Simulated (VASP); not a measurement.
# SnSe2 in VASP: a series of runs, part 2 of 2

VASP 6.6.1. Earlier steps stand in the parts before.

**5. Single point, PBE (uniaxial strain along a: -4.0 %, then relaxed in part)**

INCAR

```
PREC = Accurate
ENCUT = 520
EDIFF = 1E-6
ISMEAR = 0
SIGMA = 0.02
LREAL = False
LASPH = True
NELM = 80
ALGO = Normal
ISIF = 2
LWAVE = False
LCHARG = True
GGA = PE
LELF = True
LVHAR = True
NBANDS = 20
```

KPOINTS

```
regular mesh
0
Gamma
  12 12 4
```

POSCAR

```
SnSe2
1.0
    3.7168053004      0.0009452489      0.0000000000
   -1.8575414047      3.3828865725      0.0000000000
    0.0000000000      0.0000000000      7.1307638869
Sn Se
1 2
Direct
    0.0000000000      0.0000000000      0.0000000000
    0.6684625866      0.3369978177      0.7736711961
    0.3315374134      0.6630021823      0.2263288039
```

Potentials or basis: VASP PAW PBE potentials, release 64 (Sn_d, Se).

Command:

```sh
> cat potpaw_PBE.64/Sn_d/POTCAR potpaw_PBE.64/Se/POTCAR > POTCAR
> mpirun -np 1 vasp_std > vasp.out
```

OUTCAR:

```text
PREC = Accurate
   ENCUT = 520
   EDIFF = 1E-6
   ISMEAR = 0
   LREAL = False
   LASPH = True
   NELM = 80
   ISIF = 2
   GGA = PE

 ion  position               nearest neighbor table
   1  0.000  0.000  0.000-   2 2.71   3 2.71   2 2.71   3 2.71   2 2.76   3 2.76
   2  0.668  0.337  0.774-   1 2.71   1 2.71   1 2.76
   3  0.332  0.663  0.226-   1 2.71   1 2.71   1 2.76

  LATTYP: Found a simple monoclinic cell.
 ALAT       =     3.7168054206
 B/A-ratio  =     1.9185195564
 C/A-ratio  =     1.0383443710
 COS(beta)  =    -0.4810896996

  Lattice vectors:

 A1 = (   3.7168053004,   0.0009452489,   0.0000000000)
 A2 = (   0.0000000000,   0.0000000000,  -7.1307638869)
 A3 = (  -1.8575414047,   3.3828865725,   0.0000000000)

Analysis of symmetry for initial positions (statically):
=====================================================================
 Subroutine PRICEL returns:
 Original cell was already a primitive cell.

 Routine SETGRP: Setting up the symmetry group for a
 simple monoclinic supercell.

 Subroutine GETGRP returns: Found  2 space group operations
 (whereof  2 operations were pure point group operations)
 out of a pool of  4 trial point group operations.

The static configuration has the point symmetry S_2 .

Analysis of symmetry for dynamics (positions and initial velocities):
=====================================================================
 Subroutine PRICEL returns:
 Original cell was already a primitive cell.

 Routine SETGRP: Setting up the symmetry group for a
 simple monoclinic supercell.

 Subroutine GETGRP returns: Found  2 space group operations
 (whereof  2 operations were pure point group operations)
 out of a pool of  4 trial point group operations.

The dynamic configuration has the point symmetry S_2 .

 Subroutine INISYM returns: Found  2 space group operations
 (whereof  2 operations are pure point group operations),
 and found     1 'primitive' translations

----------------------------------------------------------------------------------------

                                     Primitive cell

  volume of cell :      89.6714

  direct lattice vectors                    reciprocal lattice vectors
     3.716805300  0.000945249  0.000000000     0.269010694  0.147713644  0.000000000
    -1.857541405  3.382886572  0.000000000    -0.000075167  0.295564262  0.000000000
     0.000000000  0.000000000  7.130763887     0.000000000  0.000000000  0.140237430

  length of vectors
     3.716805421  3.859323986  7.130763887     0.306897498  0.295564272  0.140237430

  position of ions in fractional coordinates (direct lattice)
     0.000000000  0.000000000  0.000000000
     0.668462587  0.336997818  0.773671196
     0.331537413  0.663002182  0.226328804

  ion indices of the primitive-cell ions
   primitive index   ion index
                 1           1
                 2           2
                 3           3

----------------------------------------------------------------------------------------

 KPOINTS: regular mesh

Automatic generation of k-mesh.
 Grid dimensions read from file:
 generate k-points for:   12   12    4

 Generating k-lattice:

  Cartesian coordinates                     Fractional coordinates (reciprocal lattice)
     0.022417558  0.012309470  0.000000000     0.083333333  0.000000000  0.000000000
    -0.000006264  0.024630355  0.000000000     0.000000000  0.083333333  0.000000000
     0.000000000  0.000000000  0.035059357     0.000000000  0.000000000  0.250000000

  Length of vectors
     0.025574791  0.024630356  0.035059357

  Shift w.r.t. Gamma in fractional coordinates (k-lattice)
     0.000000000  0.000000000  0.000000000

 Subroutine IBZKPT returns following result:
 ===========================================

 Found    292 irreducible k-points:

 Following reciprocal coordinates:
            Coordinates               Weight
  0.000000  0.000000  0.000000      1.000000
  0.083333 -0.000000  0.000000      2.000000
  0.166667 -0.000000  0.000000      2.000000
  0.250000 -0.000000  0.000000      2.000000
  0.333333 -0.000000  0.000000      2.000000
  0.416667 -0.000000  0.000000      2.000000
[... 16 lines left out ...]
  0.250000  0.166667  0.000000      2.000000
  0.333333  0.166667  0.000000      2.000000
 [... further k-points ...]
   k-points           NKPTS =    292   k-points in BZ     NKDIM =    292   number of bands    NBANDS=     20
   number of dos      NEDOS =    301   number of ions     NIONS =      3
   total plane-waves  NPLWV =  45360
   dimension x,y,z NGX =    28 NGY =   30 NGZ =   54
   dimension x,y,z NGXF=    56 NGYF=   60 NGZF=  108
   ions per type =               1   2
   NGX,Y,Z   is equivalent  to a cutoff of  12.52, 12.92, 12.59 a.u.
   NGXF,Y,Z  is equivalent  to a cutoff of  25.05, 25.85, 25.18 a.u.
 SYSTEM =  unknown system
   PREC   = accura    normal or accurate (medium, high low for compatibility)
   ISTART =      0    job   : 0-new  1-cont  2-samecut
   ICHARG =      2    charge: 1-file 2-atom 10-const
   ISPIN  =      1    spin polarized calculation?
   LNONCOLLINEAR =      F non collinear calculations
   LSORBIT =      F    spin-orbit coupling
   LASPH  =      T    aspherical Exc in radial PAW
   ENCUT  =  520.0 eV  38.22 Ry    6.18 a.u.   6.91  7.18 13.26*2*pi/ulx,y,z
   NELM   =     80;   NELMIN=  2; NELMDL= -5     # of ELM steps
   EDIFF  = 0.1E-05   stopping-criterion for ELM
   LREAL  =      F    real-space projection
   EDIFFG = 0.1E-04   stopping-criterion for IOM
   NSW    =      0    number of steps for IOM
   IBRION =     -1    ionic relax: 0-MD 1-quasi-New 2-CG
   NFREE  =      0    steps in history (QN), initial steepest desc. (CG)
   ISIF   =      2    stress and relaxation
   ISYM   =      2    0-nonsym 1-usesym 2-fastsym
   POTIM  = 0.5000    time-step for ionic-motion
   TEBEG  =    0.0;   TEEND  =   0.0 temperature during run
   PSTRESS=    0.0 pullay stress
   NELECT =      26.0000    total number of electrons
   NUPDOWN=      -1.0000    fix difference up-down
   EMIN   =  10.00;   EMAX   =-10.00  energy-range for DOS
   EFERMI =   0.00;   METHOD = LEGACY
   ISMEAR =     0;   SIGMA  =   0.02  broadening in eV -4-tet -1-fermi 0-gaus
   EFERMI_NEDOS =   21; number of points for ismear=-14 and -15
   IALGO  =     38    algorithm
   IMIX   =      4    mixing-type and parameters
     AMIX     =   0.40;   BMIX     =  1.00
     AMIX_MAG =   1.60;   BMIX_MAG =  1.00
  volume/ion in A,a.u.               =      29.89       201.71
  Fermi-wavevector in a.u.,A,eV,Ry     =   1.083548  2.047608 15.974263  1.174075
  Thomas-Fermi vector in A             =   2.219616
   LORBIT       =      0    0 simple, 1 ext, 2 COOP (PROOUT), +10 PAW based schemes
   GGA     = PE    functional components
   LHFCALC =     F    Hartree Fock is set to
   AEXX    =    0.0000 exact exchange contribution
   IVDW    =     0    specifies the selected vdW correction
   LEPSILON=     F    determine dielectric tensor
   LRPA    =     F    only Hartree local field effects (RPA)
 non-spin polarized calculation
 Gauss-broadening in eV      SIGMA  =   0.02
  energy-cutoff  :      520.00
  volume of cell :       89.67
 maximum number of plane-waves:      2432
   NGX = 13   NGY = 15   NGZ = 27

 number of electron      26.0000002 magnetization

 Free energy of the ion-electron system (eV)
  ---------------------------------------------------
  ext. energy  EPLUGINS =         0.00000000
  ---------------------------------------------------
  free energy    TOTEN  =       -11.83400862 eV

  energy without entropy =      -11.83400862  energy(sigma->0) =      -11.83400862

 E-fermi :   3.0468     XC(G=0):  -8.6199

 val. band max:        2.8852683394   @ k =   0.0000  -0.1667   0.2500
 cond. band min:       3.2516674259   @ k =   0.5000   0.5000   0.5000
 fundamental gap:      0.3663990865
 Fermi energy:         3.0467574654

 k-point     1 :       0.0000    0.0000    0.0000
  band No.  band energies     occupation
      1     -18.4862      2.00000
      2     -18.4656      2.00000
      3     -18.4330      2.00000
      4     -18.4302      2.00000
      5     -18.4182      2.00000
      6     -10.8447      2.00000
[... 12 lines left out ...]
     19      11.3238      0.00000
     20      11.4979      0.00000
[... 507 lines left out ...]
 k-point    24 :       0.3333    0.1667    0.0000
  band No.  band energies     occupation
      1     -18.5051      2.00000
      2     -18.4626      2.00000
      3     -18.4466      2.00000
      4     -18.4117      2.00000
      5     -18.4026      2.00000
      6      -9.3797      2.00000
[... 12 lines left out ...]
     19      11.2712      0.00000
     20      12.0606      0.00000

 [... further k-points ...]
[... 5 lines left out ...]
  --------------------------------------------------------------------------------------
  -------------------------------------------------------------------------------------
  Total        2.0581010      0.0243546      0.0437858     -0.0086344     -0.0012697      0.0001292
  in kB       36.7725146      0.4351480      0.7823290     -0.1542734     -0.0226859      0.0023078
  external PRESSURE =      12.6633305 kB  Pullay stress =       0.0000000 kB

 VOLUME and BASIS-vectors are now :
 -----------------------------------------------------------------------------
  energy-cutoff  :      520.00
  volume of cell :       89.67
      direct lattice vectors                 reciprocal lattice vectors
     3.716805300  0.000945249  0.000000000     0.269010694  0.147713644  0.000000000
    -1.857541405  3.382886572  0.000000000    -0.000075167  0.295564262  0.000000000
     0.000000000  0.000000000  7.130763887     0.000000000  0.000000000  0.140237430

 POSITION                                       TOTAL-FORCE (eV/Angst)
 -----------------------------------------------------------------------------------
      0.00000      0.00000      0.00000         0.000000      0.000000      0.000000
      1.85856      1.14066      5.51687        -0.000024      0.000402     -0.013890
      0.00071      2.24317      1.61390         0.000024     -0.000402      0.013890
 -----------------------------------------------------------------------------------
    total drift:                               -0.000000     -0.000000     -0.000000

  FREE ENERGIE OF THE ION-ELECTRON SYSTEM (eV)
  ---------------------------------------------------
  free  energy   TOTEN  =       -11.8340086153 eV

  energy  without entropy=      -11.8340086153  energy(sigma->0) =      -11.83400862
```

OSZICAR:

```text
N       E                     dE             d eps       ncg     rms          rms(c)
DAV:   1     0.204620044475E+03    0.20462E+03   -0.12038E+04 11860   0.141E+03
DAV:   2     0.121385283136E+02   -0.19248E+03   -0.18515E+03 12516   0.366E+02
DAV:   3    -0.112543762780E+02   -0.23393E+02   -0.22950E+02 14304   0.114E+02
DAV:   4    -0.120819394721E+02   -0.82756E+00   -0.82629E+00 14032   0.230E+01
DAV:   5    -0.121032328935E+02   -0.21293E-01   -0.21292E-01 16272   0.376E+00    0.482E+00
DAV:   6    -0.118519593387E+02    0.25127E+00   -0.53608E-01 17736   0.737E+00    0.309E+00
DAV:   7    -0.118337995243E+02    0.18160E-01   -0.15173E-01 13256   0.243E+00    0.962E-01
DAV:   8    -0.118334457617E+02    0.35376E-03   -0.12815E-02 14716   0.102E+00    0.269E-01
DAV:   9    -0.118339531561E+02   -0.50739E-03   -0.14805E-03 12792   0.298E-01    0.832E-02
DAV:  10    -0.118339742625E+02   -0.21106E-04   -0.11912E-04 15132   0.800E-02    0.325E-02
DAV:  11    -0.118340088679E+02   -0.34605E-04   -0.53546E-05 12232   0.410E-02    0.989E-03
DAV:  12    -0.118340086153E+02    0.25262E-06   -0.30600E-06 14136   0.118E-02
   1 F= -.11834009E+02 E0= -.11834009E+02  d E =-.365262E-32
```

stdout:

```text
POSCAR found type information on POSCAR SnSe
 POSCAR found :  2 types and       3 ions
 scaLAPACK will be used
 LDA part: xc-table for (Slater+PW92), standard interpolation
 POSCAR, INCAR and KPOINTS ok, starting setup
 FFT: planning ... GRIDC
 FFT: planning ... GRID_SOFT
 FFT: planning ... GRID
 WAVECAR not read
 entering main loop
```

Run time: 2.8 min. Hardware: 1 thread of Intel Xeon 6975P-C (Granite Rapids), shared host; peak memory 0.58 GiB.

Results:

```
Free energy            : -11.8340 eV
Pressure               : 1.3 GPa
Largest force          : 0.014 eV/Å
Band gap on the k mesh : 0.37 eV, indirect (least direct gap 0.99 eV)
```

Forces in eV/Å, atoms in the order of the input:
```
Sn   0.000  0.000  0.000
Se   0.000  0.000 -0.014
Se   0.000  0.000  0.014
```

Stress tensor (GPa, compression positive):
```
 3.68 -0.02  0.00
-0.02  0.04  0.00
 0.00  0.00  0.08
```

Levels at points of the mesh, in eV from the valence-band top:
```tsv
k point	band 9	band 10	band 11	band 12	band 13	band 14	band 15	band 16	band 17	band 18
(0.00, 0.00, 0.00)	-1.05	-0.68	-0.44	-0.39	-0.10	1.05	2.95	4.40	4.72	6.80
(0.50, 0.00, 0.00)	-4.56	-2.73	-2.45	-1.09	-0.60	0.59	3.56	5.23	5.36	5.77
(0.00, 0.50, 0.00)	-4.55	-2.84	-2.05	-1.12	-0.25	0.97	4.03	5.41	5.69	5.74
(0.50, 0.50, 0.00)	-4.56	-2.73	-2.45	-1.09	-0.61	0.58	3.56	5.23	5.36	5.77
(0.00, 0.00, 0.50)	-1.89	-0.75	-0.46	-0.36	-0.07	1.93	2.87	4.33	4.67	7.31
(0.50, 0.00, 0.50)	-4.67	-2.56	-2.30	-0.94	-0.69	0.37	3.85	4.59	5.40	5.50
(0.00, 0.50, 0.50)	-4.66	-2.52	-2.01	-0.96	-0.33	0.66	4.18	4.69	5.40	5.92
(0.50, 0.50, 0.50)	-4.67	-2.56	-2.31	-0.94	-0.69	0.37	3.84	4.59	5.40	5.49
```

Caveat: the cell differs from its parent crystal (uniaxial strain along a: -4.0 %, then relaxed in part); spin-orbit coupling is left out, which moves the levels of the heavy elements.

**6. The runs side by side**

```csv
cell,gap on the mesh (eV),pressure (GPa),largest force (eV/Å)
"a = 3.794, b = 3.794, c = 7.055 Å, angles 90.0, 90.0, 120.0°, 3 atoms",0.60,1.8,0.07
"a = 3.794, b = 3.794, c = 7.171 Å, angles 90.0, 90.0, 120.0°, 3 atoms",0.59,1.5,0.01
"a = 3.717, b = 3.859, c = 7.131 Å, angles 90.0, 90.0, 118.8°, 3 atoms",0.37,1.3,0.01
```

Alike in all rows: task single point; level PBE; potentials or basis VASP PAW PBE potentials, release 64 (Sn_d, Se); no spin polarisation; k mesh 12 × 12 × 4; cutoff (eV) 520; smearing gaussian 0.02 eV.

Caveats: spin-orbit coupling is left out, which moves the levels of the heavy elements; this functional lacks dispersion, which binds the layers, so the pressure and a relaxed spacing across them are unreliable (some runs).

Total energies depend on the potentials used, so only differences within one code and one set of settings carry meaning.
